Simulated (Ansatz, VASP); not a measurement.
## Mg in VASP and in Ansatz

```
Mg
1.0
     0.00000    2.63769    5.70253
     1.59259    0.00000    5.70253
     1.59259    2.63769    0.00000
Mg
2
Direct
  0.86624 0.86624 0.13376
  0.13376 0.13376 0.86624
```

Alike in both runs: functional PBEsol; k mesh 18 × 18 × 18; occupations gaussian, width 0.1 eV; no spin polarisation.

Ansatz relaxed the structure, and its values are those at the end. VASP's run is a single point on that final structure, the one shown.

|  | VASP | Ansatz |
| --- | --- | --- |
| version | VASP 6.6.1 | Ansatz 0.2.0 |
| potentials or method | VASP PAW PBE potentials, release 64 (Mg), cutoff 520 eV | scalar-relativistic, plane waves, PAW |
| valence electrons in the cell | 4 | 20 |

|  | VASP | Ansatz | Ansatz less VASP |
| --- | --- | --- | --- |
| gap on the k mesh at the Fermi level (eV) | none | none | - |
| pressure (GPa) | 0.0 | 0.0 | +0.04 |

VASP's potentials were made for PBE, not for PBEsol. A gap of «none» marks a metal or a gap that the smearing closes. With one functional, cell and mesh, what is left measures potentials, basis and numerics. VASP's potentials hold 4 valence electrons a cell and Ansatz's 20, so a difference there can come from the potentials and not from the codes.
